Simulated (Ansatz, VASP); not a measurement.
# CdS: VASP beside Ansatz

Contents of INCAR:

```
SYSTEM = CdS
  PREC = Accurate
  ENCUT = 520
  EDIFF = 1E-8
  ISMEAR = -1
  SIGMA = 0.02
  LREAL = .FALSE.
  LASPH = .TRUE.
  NELM = 80
  ALGO = Normal
  ISIF = 2
  LWAVE = .FALSE.
  LCHARG = .FALSE.
  GGA = PE
  LEFG = .TRUE.
  NBANDS = 26
```

Contents of KPOINTS:

```
Automatic mesh
0
G
  8 8 4
  0 0 0
```

File POSCAR:

```
CdS
1.0
    4.1347992034      0.0000000000      0.0000000000
   -2.0673996017      3.5808411497      0.0000000000
    0.0000000000      0.0000000000      6.7490000000
Cd S
2 2
Direct
    0.3333333333      0.6666666667      0.0000000000
    0.6666666667      0.3333333333      0.5000000000
    0.3333333333      0.6666666667      0.3850000000
    0.6666666667      0.3333333333      0.8850000000
```

Input for Ansatz:

```yaml
crystal:
  lattice:
    - [4.1347992034, 0.0, 0.0]
    - [-2.0673996017, 3.5808411497, 0.0]
    - [0.0, 0.0, 6.749]
  atoms:
    - { symbol: Cd, position: [0.3333333333, 0.6666666667, 0.0] }
    - { symbol: Cd, position: [0.6666666667, 0.3333333333, 0.5] }
    - { symbol: S, position: [0.3333333333, 0.6666666667, 0.385] }
    - { symbol: S, position: [0.6666666667, 0.3333333333, 0.885] }
kpoints:
  mp_grid: { grid: [8, 8, 4] }
  band_path:
    path:
      - [0.0, 0.0, 0.0]
      - [0.5, 0.0, 0.0]
      - [0.3333333333, 0.3333333333, 0.0]
      - [0.0, 0.0, 0.0]
      - [0.0, 0.0, 0.5]
      - [0.5, 0.0, 0.5]
      - [0.3333333333, 0.3333333333, 0.5]
      - [0.0, 0.0, 0.5]
      - [0.5, 0.0, 0.5]
    npoints: 8
scf:
  occupations: { method: fermi_dirac, width: 0.02 }
hamiltonian:
  xc: pbe
  pseudopotentials: { kind: all_electron, datasets: crystal }
output:
  forces: true
  stress: true
  eigenvalues: true
  efg: { contact_densities: true }
```

Alike in both runs: task electric field gradients; functional PBE; k mesh 8 × 8 × 4; occupations fermi-dirac, width 0.02 eV; no spin polarisation.

```csv
,VASP,Ansatz
version,VASP 6.6.1,Ansatz 0.2.0
potentials or method,"VASP PAW PBE potentials, release 64 (Cd, S), cutoff 520 eV","all-electron PAW with datasets made for the crystal, scalar-relativistic"
```

|  | VASP | Ansatz | Ansatz less VASP |
| --- | --- | --- | --- |
| gap on the k mesh at the Fermi level (eV) | 1.23 | 1.23 | -0.003 |
| pressure (GPa) | 2.9 | 2.6 | -0.33 |
| traceless stress, the component that is largest in VASP (GPa) | -1.55 | -1.50 | +0.049 |
| rms of the force components (eV/Å) | 0.155 | 0.151 | -0.0044 |
| size of Vzz on the site where it differs most (V/Å²) | 35.3 | 32.5 | -2.77 |

Atom by atom the forces differ by 0.004 eV/Å (rms over components). Ansatz ran all-electron here, and VASP with PAW potentials.
